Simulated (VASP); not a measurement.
# CaO (Fm-3m) in VASP: single point with PBE

Aim: the single point of CaO with PBE.

All numbers are computed with VASP 6.6.1; they aren't measurements. Logs are shortened: lines on timing, memory, paths and dates and some standing lists are left out, and cuts for length are marked.

**1. The cell of the first run**

Symmetry: Fm-3m, No. 225, cubic system. The conventional cell has a = 4.898 Å, b = 4.898 Å, c = 4.898 Å, α = 90.00°, β = 90.00°, γ = 90.00°. Within 3.2 Å of Ca (site symmetry m-3m) lie 6 O at 2.45 Å. O (site symmetry m-3m) has 6 Ca at 2.45 Å within 3.2 Å.

**2. Single point, PBE**

INCAR

```
SYSTEM = CaO
PREC = Accurate
ENCUT = 520
EDIFF = 1E-6
ISMEAR = 0
SIGMA = 0.1
LREAL = Auto
LASPH = .True.
NELM = 100
ALGO = Normal
ISIF = 2
LWAVE = .False.
LCHARG = .False.
GGA = PE
NBANDS = 78
ISYM = 0
```

KPOINTS

```
Automatic mesh
0
Gamma
  2 2 2
  0.5 0.5 0.5
```

POSCAR

```
CaO
1.0
   -4.8980000000      4.8980000000      0.0000000000
   -4.8980000000      0.0000000000      4.8980000000
    0.0000000000      4.8980000000      4.8980000000
Ca O
8 8
Direct
    0.0000000000      0.0000000000      0.0000000000
    0.5000000000      0.0000000000      0.0000000000
    0.0000000000      0.5000000000      0.0000000000
    0.0000000000      0.0000000000      0.5000000000
    0.5000000000      0.5000000000      0.0000000000
    0.5000000000      0.0000000000      0.5000000000
    0.0000000000      0.5000000000      0.5000000000
    0.5000000000      0.5000000000      0.5000000000
    0.7500000000      0.7500000000      0.7500000000
    0.2500000000      0.7500000000      0.7500000000
    0.7500000000      0.2500000000      0.7500000000
    0.7500000000      0.7500000000      0.2500000000
    0.2500000000      0.2500000000      0.7500000000
    0.2500000000      0.7500000000      0.2500000000
    0.7500000000      0.2500000000      0.2500000000
    0.2500000000      0.2500000000      0.2500000000
```

Potentials or basis: VASP PAW PBE potentials, release 64 (Ca_sv, O).

Started as:

```sh
> cat potpaw_PBE.64/Ca_sv/POTCAR potpaw_PBE.64/O/POTCAR > POTCAR
> mpirun -np 1 vasp_std > vasp.out
```

OUTCAR:

```text
SYSTEM = CaO
   PREC = Accurate
   ENCUT = 520
   EDIFF = 1E-6
   ISMEAR = 0
   LREAL = Auto
   LASPH = .True.
   NELM = 100
   ISIF = 2
   GGA = PE
   ISYM = 0

 ion  position               nearest neighbor table
   1  0.000  0.000  0.000-  10 2.45  11 2.45  12 2.45  13 2.45  14 2.45  15 2.45
   2  0.500  0.000  0.000-   9 2.45  11 2.45  12 2.45  13 2.45  14 2.45  16 2.45
   3  0.000  0.500  0.000-   9 2.45  10 2.45  12 2.45  13 2.45  15 2.45  16 2.45
   4  0.000  0.000  0.500-   9 2.45  10 2.45  11 2.45  14 2.45  15 2.45  16 2.45
   5  0.500  0.500  0.000-   9 2.45  10 2.45  11 2.45  14 2.45  15 2.45  16 2.45
   6  0.500  0.000  0.500-   9 2.45  10 2.45  12 2.45  13 2.45  15 2.45  16 2.45
[... 8 lines left out ...]
  15  0.750  0.250  0.250-   1 2.45   3 2.45   4 2.45   5 2.45   6 2.45   8 2.45
  16  0.250  0.250  0.250-   2 2.45   3 2.45   4 2.45   5 2.45   6 2.45   7 2.45

IMPORTANT INFORMATION: All symmetrisations will be switched off!
NOSYMM: (Re-)initialisation of all symmetry stuff for point group C_1.

----------------------------------------------------------------------------------------

                                     Primitive cell

  volume of cell :     235.0100

  direct lattice vectors                    reciprocal lattice vectors
    -4.898000000  4.898000000  0.000000000    -0.102082483  0.102082483 -0.102082483
    -4.898000000  0.000000000  4.898000000    -0.102082483 -0.102082483  0.102082483
     0.000000000  4.898000000  4.898000000     0.102082483  0.102082483  0.102082483

  length of vectors
     6.926818029  6.926818029  6.926818029     0.176812047  0.176812047  0.176812047

  position of ions in fractional coordinates (direct lattice)
     0.000000000  0.000000000  0.000000000
     0.500000000  0.000000000  0.000000000
     0.000000000  0.500000000  0.000000000
     0.000000000  0.000000000  0.500000000
     0.500000000  0.500000000  0.000000000
     0.500000000  0.000000000  0.500000000
[... 8 lines left out ...]
     0.750000000  0.250000000  0.250000000
     0.250000000  0.250000000  0.250000000

  ion indices of the primitive-cell ions
   primitive index   ion index
                 1           1
                 2           2
                 3           3
                 4           4
                 5           5
                 6           6
[... 8 lines left out ...]
                15          15
                16          16

----------------------------------------------------------------------------------------

 KPOINTS: Automatic mesh

Automatic generation of k-mesh.
 Grid dimensions read from file:
 generate k-points for:    2    2    2

 Generating k-lattice:

  Cartesian coordinates                     Fractional coordinates (reciprocal lattice)
    -0.051041241  0.051041241 -0.051041241     0.500000000  0.000000000  0.000000000
    -0.051041241 -0.051041241  0.051041241     0.000000000  0.500000000  0.000000000
     0.051041241  0.051041241  0.051041241     0.000000000  0.000000000  0.500000000

  Length of vectors
     0.088406023  0.088406023  0.088406023

  Shift w.r.t. Gamma in fractional coordinates (k-lattice)
     0.500000000  0.500000000  0.500000000

 Subroutine IBZKPT returns following result:
 ===========================================

 Found     16 irreducible k-points:

 Following reciprocal coordinates:
            Coordinates               Weight
  0.250000  0.250000  0.250000      2.000000
  0.250000  0.000000  0.000000      2.000000
  0.000000  0.000000 -0.250000      2.000000
  0.000000  0.250000  0.000000      2.000000
 -0.250000  0.250000  0.250000      2.000000
  0.250000 -0.250000  0.250000      2.000000
[... 8 lines left out ...]
  0.000000  0.250000  0.500000      2.000000
  0.500000  0.250000  0.000000      2.000000
   k-points           NKPTS =     16   k-points in BZ     NKDIM =     16   number of bands    NBANDS=     78
   number of dos      NEDOS =    301   number of ions     NIONS =     16
   total plane-waves  NPLWV = 157464
   dimension x,y,z NGX =    54 NGY =   54 NGZ =   54
   dimension x,y,z NGXF=   108 NGYF=  108 NGZF=  108
   ions per type =               8   8
   NGX,Y,Z   is equivalent  to a cutoff of  12.96, 12.96, 12.96 a.u.
   NGXF,Y,Z  is equivalent  to a cutoff of  25.92, 25.92, 25.92 a.u.
 SYSTEM =  CaO
   PREC   = accura    normal or accurate (medium, high low for compatibility)
   ISTART =      0    job   : 0-new  1-cont  2-samecut
   ICHARG =      2    charge: 1-file 2-atom 10-const
   ISPIN  =      1    spin polarized calculation?
   LNONCOLLINEAR =      F non collinear calculations
   LSORBIT =      F    spin-orbit coupling
   LASPH  =      T    aspherical Exc in radial PAW
   ENCUT  =  520.0 eV  38.22 Ry    6.18 a.u.  12.88 12.88 12.88*2*pi/ulx,y,z
   NELM   =    100;   NELMIN=  2; NELMDL= -5     # of ELM steps
   EDIFF  = 0.1E-05   stopping-criterion for ELM
   LREAL  =      T    real-space projection
   EDIFFG = 0.1E-04   stopping-criterion for IOM
   NSW    =      0    number of steps for IOM
   IBRION =     -1    ionic relax: 0-MD 1-quasi-New 2-CG
   NFREE  =      0    steps in history (QN), initial steepest desc. (CG)
   ISIF   =      2    stress and relaxation
   ISYM   =      0    0-nonsym 1-usesym 2-fastsym
   POTIM  = 0.5000    time-step for ionic-motion
   TEBEG  =    0.0;   TEEND  =   0.0 temperature during run
   PSTRESS=    0.0 pullay stress
   NELECT =     128.0000    total number of electrons
   NUPDOWN=      -1.0000    fix difference up-down
   EMIN   =  10.00;   EMAX   =-10.00  energy-range for DOS
   EFERMI =   0.00;   METHOD = LEGACY
   ISMEAR =     0;   SIGMA  =   0.10  broadening in eV -4-tet -1-fermi 0-gaus
   EFERMI_NEDOS =   21; number of points for ismear=-14 and -15
   IALGO  =     38    algorithm
   IMIX   =      4    mixing-type and parameters
     AMIX     =   0.40;   BMIX     =  1.00
     AMIX_MAG =   1.60;   BMIX_MAG =  1.00
  volume/ion in A,a.u.               =      14.69        99.12
  Fermi-wavevector in a.u.,A,eV,Ry     =   1.336953  2.526474 24.319632  1.787443
  Thomas-Fermi vector in A             =   2.465539
   LORBIT       =      0    0 simple, 1 ext, 2 COOP (PROOUT), +10 PAW based schemes
   GGA     = PE    functional components
   LHFCALC =     F    Hartree Fock is set to
   AEXX    =    0.0000 exact exchange contribution
   IVDW    =     0    specifies the selected vdW correction
   LEPSILON=     F    determine dielectric tensor
   LRPA    =     F    only Hartree local field effects (RPA)
 non-spin polarized calculation
 Gauss-broadening in eV      SIGMA  =   0.10
  energy-cutoff  :      520.00
  volume of cell :      235.01
 maximum number of plane-waves:      6335
 NGX is ok and might be reduce to    54
   NGX = 25   NGY = 25   NGZ = 25

 number of electron     127.9999973 magnetization

 Free energy of the ion-electron system (eV)
  ---------------------------------------------------
  ext. energy  EPLUGINS =         0.00000000
  ---------------------------------------------------
  free energy    TOTEN  =      -102.36526322 eV

  energy without entropy =     -102.36526322  energy(sigma->0) =     -102.36526322

 E-fermi :   2.3177     XC(G=0): -10.2030

 val. band max:        1.8477156395   @ k =   0.2500   0.0000   0.0000
 cond. band min:       6.1487753568   @ k =   0.0000   0.0000  -0.2500
 fundamental gap:      4.3010597173
 Fermi energy:         2.3176595940

 k-point     1 :       0.2500    0.2500    0.2500
  band No.  band energies     occupation
      1     -35.8239      2.00000
      2     -35.7676      2.00000
      3     -35.7524      2.00000
      4     -35.7524      2.00000
      5     -35.7524      2.00000
      6     -35.7355      2.00000
[... 68 lines left out ...]
     75       8.5286      0.00000
     76       9.3072      0.00000

 k-point     2 :       0.2500    0.0000    0.0000
  band No.  band energies     occupation
      1     -35.8239      2.00000
      2     -35.7676      2.00000
      3     -35.7524      2.00000
      4     -35.7524      2.00000
      5     -35.7524      2.00000
      6     -35.7355      2.00000
[... 68 lines left out ...]
     75       8.5286      0.00000
     76       9.3072      0.00000

 k-point     3 :       0.0000    0.0000   -0.2500
  band No.  band energies     occupation
      1     -35.8239      2.00000
      2     -35.7676      2.00000
      3     -35.7524      2.00000
      4     -35.7524      2.00000
      5     -35.7524      2.00000
      6     -35.7355      2.00000
[... 1016 lines left out ...]
     75       8.9794      0.00000
     76       9.0718      0.00000

 k-point    16 :       0.5000    0.2500    0.0000
  band No.  band energies     occupation
      1     -35.7977      2.00000
      2     -35.7789      2.00000
      3     -35.7611      2.00000
      4     -35.7529      2.00000
      5     -35.7529      2.00000
      6     -35.7421      2.00000
[... 68 lines left out ...]
     75       8.9795      0.00000
     76       9.0933      0.00000
 [bands above 76 left out]

------------------------ aborting loop because EDIFF is reached ----------------------------------------

  FORCE on cell =-STRESS in cart. coord.  units (eV):
  Direction    XX          YY          ZZ          XY          YZ          ZX
  --------------------------------------------------------------------------------------
  -------------------------------------------------------------------------------------
  Total       -5.2668024     -5.2667878     -5.2668190     -0.0000628      0.0000350     -0.0000537
  in kB      -35.9063510    -35.9062515    -35.9064639     -0.0004283      0.0002386     -0.0003659
  external PRESSURE =     -35.9063554 kB  Pullay stress =       0.0000000 kB

 VOLUME and BASIS-vectors are now :
 -----------------------------------------------------------------------------
  energy-cutoff  :      520.00
  volume of cell :      235.01
      direct lattice vectors                 reciprocal lattice vectors
    -4.898000000  4.898000000  0.000000000    -0.102082483  0.102082483 -0.102082483
    -4.898000000  0.000000000  4.898000000    -0.102082483 -0.102082483  0.102082483
     0.000000000  4.898000000  4.898000000     0.102082483  0.102082483  0.102082483

 POSITION                                       TOTAL-FORCE (eV/Angst)
 -----------------------------------------------------------------------------------
      0.00000      0.00000      0.00000         0.000001     -0.000010      0.000006
     -2.44900      2.44900      0.00000        -0.000016      0.000001      0.000002
     -2.44900      0.00000      2.44900        -0.000002      0.000001     -0.000004
      0.00000      2.44900      2.44900        -0.000008     -0.000004      0.000025
     -4.89800      2.44900      2.44900         0.000003      0.000005     -0.000036
     -2.44900      4.89800      2.44900         0.000001     -0.000004     -0.000000
[... 8 lines left out ...]
     -4.89800      4.89800      2.44900        -0.000004      0.000000      0.000003
     -2.44900      2.44900      2.44900        -0.000002     -0.000000     -0.000001
 -----------------------------------------------------------------------------------
    total drift:                               -0.000009     -0.000008     -0.000009

  FREE ENERGIE OF THE ION-ELECTRON SYSTEM (eV)
  ---------------------------------------------------
  free  energy   TOTEN  =      -102.3652632226 eV

  energy  without entropy=     -102.3652632226  energy(sigma->0) =     -102.36526322
```

Wall time 18 min (1 thread of Intel Xeon Platinum 8259CL at 2.50GHz (Skylake/Cascade Lake), shared host); peak memory 0.48 GiB.

What came out:

```
Free energy            : -102.3653 eV
Pressure               : -3.6 GPa
Band gap on the k mesh : 4.30 eV
```

Caveat: the k points lie up to 0.56 Å⁻¹ apart; a shifted mesh leaves out Γ, where band edges can lie. A k mesh can miss the band edges.
